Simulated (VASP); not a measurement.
Input of a VASP 6.6.1 run:

Contents of INCAR:

```
SYSTEM = NaZnCl3
PREC = Accurate
ENCUT = 520
EDIFF = 1E-6
ISMEAR = -1
SIGMA = 0.03
LREAL = .False.
LASPH = .True.
NELM = 80
ALGO = Normal
ISIF = 2
LWAVE = .False.
LCHARG = .True.
GGA = PS
LELF = .True.
LVHAR = .True.
NBANDS = 28
```

File KPOINTS:

```
regular mesh
0
Gamma
  6 6 6
  0 0 0
```

POSCAR

```
NaZnCl3
1.0
    4.8245035794      0.0000000000      0.0000000000
    0.0000000000      4.8245035794      0.0000000000
    0.0000000000      0.0000000000      4.8245035794
Na Zn Cl
1 1 3
Direct
    0.0000000000      0.0000000000      0.0000000000
    0.5000000000      0.5000000000      0.5000000000
    0.5000000000      0.5000000000      0.0000000000
    0.5000000000      0.0000000000      0.5000000000
    0.0000000000      0.5000000000      0.5000000000
```

Potentials or basis: VASP PAW PBE potentials, release 64 (Na_pv, Zn, Cl).

The run is started by

```console
$ cat potpaw_PBE.64/Na_pv/POTCAR potpaw_PBE.64/Zn/POTCAR potpaw_PBE.64/Cl/POTCAR > POTCAR
$ mpirun -np 1 vasp_std > vasp.out
```

What does it give for the band gap on the k mesh?

1.59 eV (least direct gap 2.23 eV).

Estimate the pressure.

0.1 GPa.

Caveat: the PAW data sets were made with another functional, which shifts forces and pressure a little. A k mesh can miss the band edges.
